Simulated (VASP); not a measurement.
# AlSi62 (a cell with a defect) in VASP: single point with PBE

Aim: the single point of AlSi62 (a cell with a defect) with PBE.

Everything below comes from runs of VASP 6.6.1. Logs are shortened: lines on timing, memory, paths and dates and some standing lists are left out, and cuts for length are marked.

### Step 1. The cell of the first run

The cell holds a defect, 63 atoms: a = 10.860 Å, b = 10.860 Å, c = 10.860 Å, α = 90.00°, β = 90.00°, γ = 90.00°.

### Step 2. Single point, PBE

Contents of INCAR:

```
ALGO = Normal
EDIFF = 1E-7
ENCUT = 520
GGA = PE
ISIF = 2
ISMEAR = -1
LASPH = True
LCHARG = False
LREAL = Auto
LWAVE = False
NBANDS = 162
NELECT = 252.0
NELM = 60
PREC = Accurate
SIGMA = 0.05
```

Contents of KPOINTS:

```
k-points
0
Gamma
  1 1 1
```

Contents of POSCAR:

```
AlSi62
1.0
   10.8600000000      0.0000000000      0.0000000000
    0.0000000000     10.8600000000      0.0000000000
    0.0000000000      0.0000000000     10.8600000000
Si Al
62 1
Direct
    0.5130942841      0.0135683121     -0.0019861121
    0.8591902181      0.3597179472      0.1283841895
    0.7515060272      0.0136121284      0.2363868210
    0.8752179371      0.1238984885      0.3762308549
   -0.0007745216     -0.0021467001      0.0004376298
    0.1237391816      0.1244775051      0.1255587659
    0.2488342892      0.2491608694      0.0008711872
    0.3733039808      0.3757495318      0.1260945623
    0.4973734518      0.4997023980      0.0004603679
    0.6239118920      0.6243281440      0.1255730468
    0.7486269768      0.7493925362      0.0008767370
    0.8752637083      0.8738261938      0.1260740149
    0.2530038922      0.0016561461      0.2483361286
    0.3823297246      0.1293179272      0.3671563598
    0.5130711051      0.2519767821      0.2364389993
    0.6234283913      0.3757686171      0.3761887234
    0.7490436969      0.4997230919      0.2521074610
    0.8750172338      0.6245883951      0.3773178423
    0.5011435871      0.0016417952      0.4964804470
    0.6239285676      0.1244771517      0.6257350941
    0.7486319600      0.2491608663      0.5006533927
    0.8713381117      0.3718313297      0.6301342496
    0.7490705667     -0.0021253494      0.7502507041
    0.8591333083      0.1215757866      0.8903547218
   -0.0099905074      0.4905177893      0.0059113944
    0.1220635015      0.6225733436      0.1251339775
    0.2503055309      0.7507637620      0.0014032974
    0.3823346352      0.8828467780      0.1206815797
   -0.0008446081      0.2495331695      0.2521861843
    0.1241083077      0.3755249225      0.3773203905
    0.2482857701      0.5007380331      0.2520323113
    0.3753606100      0.6277122407      0.3741563802
    0.5010835921      0.7535276338      0.2484218789
    0.6288268704      0.8828776192      0.3671325426
    0.0002493235     -0.0020495033      0.5012283338
    0.1220249330      0.1248983056      0.6274776114
    0.2502755100      0.2485632517      0.4992253221
    0.3721667147      0.3755066535      0.6254161819
    0.4974619570      0.5007092614      0.5012291739
    0.6243477895      0.6225853066      0.6274275923
    0.7480850377      0.7507801585      0.4991823334
    0.8750191440      0.8726659660      0.6253773902
    0.2482833180     -0.0020297130      0.7492563164
    0.3732803802      0.1238950721      0.8743015266
    0.4973265130      0.2495265016      0.7503533848
    0.6211359571      0.3597583958      0.8902639813
    0.7436087370      0.4905533322      0.7594694823
    0.8713047229      0.6198818081      0.8782135944
    0.0002303407      0.7487915925      0.2520545354
    0.1272466631      0.8759197966      0.3740951561
   -0.0028841404      0.4976003312      0.5043616891
    0.1235582192      0.6241296322      0.6259181641
    0.2489788001      0.7495123787      0.5005219103
    0.3753981268      0.8759118738      0.6222696739
   -0.0100318441      0.2440858910      0.7595344452
    0.1193673822      0.3718440723      0.8781561273
    0.2451222211      0.4976139693      0.7523658001
    0.3721723880      0.6245740996      0.8744740558
    0.4974527811      0.7487979692      0.7492888655
    0.6234531329      0.8738379238      0.8742260174
   -0.0029294341      0.7456427221      0.7524345440
    0.1241252537      0.8726784784      0.8744747290
    0.6857442988      0.1862252869      0.0637706364
```

Potentials or basis: VASP PAW PBE potentials, release 64 (Si, Al).

Command:

```sh
> cat potpaw_PBE.64/Si/POTCAR potpaw_PBE.64/Al/POTCAR > POTCAR
> mpirun -np 1 vasp_gam > vasp.out
```

OUTCAR:

```text
EDIFF = 1E-7
   ENCUT = 520
   GGA = PE
   ISIF = 2
   ISMEAR = -1
   LASPH = True
   LREAL = Auto
   NELECT = 252.0
   NELM = 60
   PREC = Accurate

 ion  position               nearest neighbor table
   1  0.513  0.014  0.998-  44 2.36  60 2.36  28 2.41  63 2.75
   2  0.859  0.360  0.128-  17 2.36  29 2.36  25 2.41  63 2.76
   3  0.752  0.014  0.236-   4 2.35  12 2.36  34 2.41  63 2.75
   4  0.875  0.124  0.376-  29 2.34   3 2.35  35 2.36  21 2.36
   5  0.999  0.998  0.000-  12 2.34  24 2.36  62 2.36   6 2.36
   6  0.124  0.124  0.126-   7 2.35  13 2.35   5 2.36  29 2.36
[... 54 lines left out ...]
  61  0.997  0.746  0.752-  52 2.35  62 2.36  42 2.36  48 2.37
  62  0.124  0.873  0.874-  43 2.35  27 2.35   5 2.36  61 2.36
  63  0.686  0.186  0.064-   3 2.75   1 2.75  15 2.75  24 2.75   2 2.76  46 2.76

  LATTYP: Found a simple cubic cell.
 ALAT       =    10.8600000000

  Lattice vectors:

 A1 = (  10.8600000000,   0.0000000000,   0.0000000000)
 A2 = (   0.0000000000,  10.8600000000,   0.0000000000)
 A3 = (   0.0000000000,   0.0000000000,  10.8600000000)

Analysis of symmetry for initial positions (statically):
=====================================================================
 Subroutine PRICEL returns:
 Original cell was already a primitive cell.

 Routine SETGRP: Setting up the symmetry group for a
 simple cubic supercell.

 Subroutine GETGRP returns: Found  1 space group operations
 (whereof  1 operations were pure point group operations)
 out of a pool of 48 trial point group operations.

The static configuration has the point symmetry C_1 .

Analysis of symmetry for dynamics (positions and initial velocities):
=====================================================================
 Subroutine PRICEL returns:
 Original cell was already a primitive cell.

 Routine SETGRP: Setting up the symmetry group for a
 simple cubic supercell.

 Subroutine GETGRP returns: Found  1 space group operations
 (whereof  1 operations were pure point group operations)
 out of a pool of 48 trial point group operations.

The dynamic configuration has the point symmetry C_1 .

 Subroutine INISYM returns: Found  1 space group operations
 (whereof  1 operations are pure point group operations),
 and found     1 'primitive' translations

----------------------------------------------------------------------------------------

                                     Primitive cell

  volume of cell :    1280.8241

  direct lattice vectors                    reciprocal lattice vectors
    10.860000000  0.000000000  0.000000000     0.092081031  0.000000000  0.000000000
     0.000000000 10.860000000  0.000000000     0.000000000  0.092081031  0.000000000
     0.000000000  0.000000000 10.860000000     0.000000000  0.000000000  0.092081031

  length of vectors
    10.860000000 10.860000000 10.860000000     0.092081031  0.092081031  0.092081031

  position of ions in fractional coordinates (direct lattice)
     0.513094284  0.013568312  0.998013888
     0.859190218  0.359717947  0.128384189
     0.751506027  0.013612128  0.236386821
     0.875217937  0.123898488  0.376230855
     0.999225478  0.997853300  0.000437630
     0.123739182  0.124477505  0.125558766
[... 55 lines left out ...]
     0.124125254  0.872678478  0.874474729
     0.685744299  0.186225287  0.063770636

  ion indices of the primitive-cell ions
   primitive index   ion index
                 1           1
                 2           2
                 3           3
                 4           4
                 5           5
                 6           6
[... 55 lines left out ...]
                62          62
                63          63

----------------------------------------------------------------------------------------

 KPOINTS: k-points

Automatic generation of k-mesh.
 Grid dimensions read from file:
 generate k-points for:    1    1    1

 Generating k-lattice:

  Cartesian coordinates                     Fractional coordinates (reciprocal lattice)
     0.092081031  0.000000000  0.000000000     1.000000000  0.000000000  0.000000000
     0.000000000  0.092081031  0.000000000     0.000000000  1.000000000  0.000000000
     0.000000000  0.000000000  0.092081031     0.000000000  0.000000000  1.000000000

  Length of vectors
     0.092081031  0.092081031  0.092081031

  Shift w.r.t. Gamma in fractional coordinates (k-lattice)
     0.000000000  0.000000000  0.000000000

 Subroutine IBZKPT returns following result:
 ===========================================

 Found      1 irreducible k-points:

 Following reciprocal coordinates:
            Coordinates               Weight
  0.000000  0.000000  0.000000      1.000000
   k-points           NKPTS =      1   k-points in BZ     NKDIM =      1   number of bands    NBANDS=    162
   number of dos      NEDOS =    301   number of ions     NIONS =     63
   total plane-waves  NPLWV = 592704
   dimension x,y,z NGX =    84 NGY =   84 NGZ =   84
   dimension x,y,z NGXF=   168 NGYF=  168 NGZF=  168
   ions per type =              62   1
   NGX,Y,Z   is equivalent  to a cutoff of  12.86, 12.86, 12.86 a.u.
   NGXF,Y,Z  is equivalent  to a cutoff of  25.72, 25.72, 25.72 a.u.
 SYSTEM =  unknown system
   PREC   = accura    normal or accurate (medium, high low for compatibility)
   ISTART =      0    job   : 0-new  1-cont  2-samecut
   ICHARG =      2    charge: 1-file 2-atom 10-const
   ISPIN  =      1    spin polarized calculation?
   LNONCOLLINEAR =      F non collinear calculations
   LSORBIT =      F    spin-orbit coupling
   LASPH  =      T    aspherical Exc in radial PAW
   ENCUT  =  520.0 eV  38.22 Ry    6.18 a.u.  20.19 20.19 20.19*2*pi/ulx,y,z
   NELM   =     60;   NELMIN=  2; NELMDL= -5     # of ELM steps
   EDIFF  = 0.1E-06   stopping-criterion for ELM
   LREAL  =      T    real-space projection
   EDIFFG = 0.1E-05   stopping-criterion for IOM
   NSW    =      0    number of steps for IOM
   IBRION =     -1    ionic relax: 0-MD 1-quasi-New 2-CG
   NFREE  =      0    steps in history (QN), initial steepest desc. (CG)
   ISIF   =      2    stress and relaxation
   ISYM   =      2    0-nonsym 1-usesym 2-fastsym
   POTIM  = 0.5000    time-step for ionic-motion
   TEBEG  =    0.0;   TEEND  =   0.0 temperature during run
   PSTRESS=    0.0 pullay stress
   NELECT =     252.0000    total number of electrons
   NUPDOWN=      -1.0000    fix difference up-down
   EMIN   =  10.00;   EMAX   =-10.00  energy-range for DOS
   EFERMI =   0.00;   METHOD = LEGACY
   ISMEAR =    -1;   SIGMA  =   0.05  broadening in eV -4-tet -1-fermi 0-gaus
   EFERMI_NEDOS =   21; number of points for ismear=-14 and -15
   IALGO  =     38    algorithm
   IMIX   =      4    mixing-type and parameters
     AMIX     =   0.40;   BMIX     =  1.00
     AMIX_MAG =   1.60;   BMIX_MAG =  1.00
  volume/ion in A,a.u.               =      20.33       137.20
  Fermi-wavevector in a.u.,A,eV,Ry     =   0.952164  1.799329 12.335269  0.906617
  Thomas-Fermi vector in A             =   2.080702
   LORBIT       =      0    0 simple, 1 ext, 2 COOP (PROOUT), +10 PAW based schemes
   GGA     = PE    functional components
   LHFCALC =     F    Hartree Fock is set to
   AEXX    =    0.0000 exact exchange contribution
   IVDW    =     0    specifies the selected vdW correction
   LEPSILON=     F    determine dielectric tensor
   LRPA    =     F    only Hartree local field effects (RPA)
 non-spin polarized calculation
  energy-cutoff  :      520.00
  volume of cell :     1280.82
 maximum number of plane-waves:     17229
 NGX is ok and might be reduce to    84
   NGX = 41   NGY = 41   NGZ = 41

 number of electron     251.9999997 magnetization

 Free energy of the ion-electron system (eV)
  ---------------------------------------------------
  ext. energy  EPLUGINS =         0.00000000
  ---------------------------------------------------
  free energy    TOTEN  =      -324.98794768 eV

  energy without entropy =     -324.82483287  energy(sigma->0) =     -324.90639027

 E-fermi :   6.2020     XC(G=0):  -9.3575

 val. band max:        5.5549599903   @ k =   0.0000   0.0000   0.0000
 cond. band min:       6.2062214891   @ k =   0.0000   0.0000   0.0000
 fundamental gap:      0.6512614987
 Fermi energy:         6.2020033385

 k-point     1 :       0.0000    0.0000    0.0000
  band No.  band energies     occupation
      1      -6.1801      2.00000
      2      -5.1321      2.00000
      3      -5.1321      2.00000
      4      -5.1284      2.00000
      5      -5.1284      2.00000
      6      -5.0683      2.00000
[... 130 lines left out ...]
    137       6.9031      0.00000
    138       6.9033      0.00000
 [bands above 138 left out]

------------------------ aborting loop because EDIFF is reached ----------------------------------------

  FORCE on cell =-STRESS in cart. coord.  units (eV):
  Direction    XX          YY          ZZ          XY          YZ          ZX
  --------------------------------------------------------------------------------------
  -------------------------------------------------------------------------------------
  Total       19.2941355     19.3092917     19.2995032     -5.7555093      5.7648081      5.7303375
  in kB       24.1349515     24.1539103     24.1416659     -7.1995420      7.2111738      7.1680547
  external PRESSURE =      24.1435093 kB  Pullay stress =       0.0000000 kB

 VOLUME and BASIS-vectors are now :
 -----------------------------------------------------------------------------
  energy-cutoff  :      520.00
  volume of cell :     1280.82
      direct lattice vectors                 reciprocal lattice vectors
    10.860000000  0.000000000  0.000000000     0.092081031  0.000000000  0.000000000
     0.000000000 10.860000000  0.000000000     0.000000000  0.092081031  0.000000000
     0.000000000  0.000000000 10.860000000     0.000000000  0.000000000  0.092081031

 POSITION                                       TOTAL-FORCE (eV/Angst)
 -----------------------------------------------------------------------------------
      5.57220      0.14735     10.83843        -0.003224     -0.002246     -0.004826
      9.33081      3.90654      1.39425         0.005166      0.002951      0.008055
      8.16136      0.14783      2.56716         0.003350     -0.004110      0.003868
      9.50487      1.34554      4.08587        -0.000849     -0.001009      0.001914
     10.85159     10.83669      0.00475        -0.001669     -0.000926      0.000266
      1.34381      1.35183      1.36357        -0.001954     -0.002333      0.002567
[... 55 lines left out ...]
      1.34800      9.47729      9.49680        -0.001164      0.001327      0.002147
      7.44718      2.02241      0.69255         0.005463      0.003307     -0.003738
 -----------------------------------------------------------------------------------
    total drift:                               -0.006098      0.005942     -0.006946

  FREE ENERGIE OF THE ION-ELECTRON SYSTEM (eV)
  ---------------------------------------------------
  free  energy   TOTEN  =      -324.9879476827 eV

  energy  without entropy=     -324.8248328661  energy(sigma->0) =     -324.90639027
```

Wall time 3.8 min (1 thread of Intel Xeon 6975P-C (Granite Rapids), shared host); peak memory 1 GiB.

Results:

```
Free energy   : -324.9879 eV
Largest force : 0.010 eV/Å
```

Forces in eV/Å, atoms in the order of the input:
```
Si  -0.003 -0.002 -0.005
Si   0.005  0.003  0.008
Si   0.003 -0.004  0.004
Si  -0.001 -0.001  0.002
Si  -0.002 -0.001  0.000
Si  -0.002 -0.002  0.003
Si   0.000  0.000  0.000
Si  -0.001 -0.001  0.000
Si  -0.002 -0.001  0.001
Si  -0.002 -0.003  0.003
Si   0.001 -0.002  0.000
Si   0.000 -0.003  0.002
Si   0.004  0.003 -0.002
Si  -0.001 -0.002  0.002
Si  -0.002  0.007  0.002
Si  -0.002 -0.002  0.001
Si  -0.001  0.001  0.003
Si  -0.002 -0.002 -0.003
Si   0.003  0.004 -0.002
Si  -0.002 -0.004  0.002
Si   0.001  0.000  0.001
Si   0.000  0.003 -0.003
Si  -0.002 -0.001  0.000
Si   0.006 -0.006 -0.006
Si   0.002  0.000 -0.003
Si   0.003  0.004  0.004
Si  -0.002  0.000 -0.003
Si   0.000 -0.002  0.001
Si   0.000  0.002  0.000
Si  -0.001 -0.004 -0.002
Si   0.001  0.002  0.002
Si   0.000  0.000  0.000
Si   0.004  0.003 -0.004
Si  -0.004 -0.001  0.001
Si   0.000  0.000 -0.002
Si   0.004 -0.005 -0.004
Si  -0.001  0.005  0.001
Si   0.003 -0.004  0.000
Si  -0.003  0.002 -0.001
Si  -0.002  0.004 -0.003
Si   0.002  0.001  0.001
Si  -0.003  0.002  0.001
Si   0.001 -0.001 -0.002
Si  -0.002  0.000  0.001
Si  -0.001  0.001  0.000
Si  -0.009  0.002 -0.003
Si   0.004  0.000 -0.002
Si   0.001  0.004 -0.003
Si   0.001  0.002  0.001
Si   0.001 -0.002  0.002
Si  -0.001 -0.001  0.001
Si  -0.003 -0.003  0.002
Si   0.000  0.000  0.000
Si   0.000 -0.002  0.001
Si   0.000  0.003  0.000
Si   0.003  0.002 -0.002
Si   0.001 -0.001  0.002
Si   0.004  0.000  0.003
Si  -0.003  0.001 -0.002
Si  -0.003 -0.002  0.001
Si   0.000  0.000  0.001
Si  -0.001  0.001  0.002
Al   0.005  0.003 -0.004
```

Caveat: the k points lie up to 0.58 Å⁻¹ apart; the cell carries a net charge on a neutralising background, which shifts energy and pressure; the cell is charged against a uniform background, so pressure and absolute levels hang on convention.
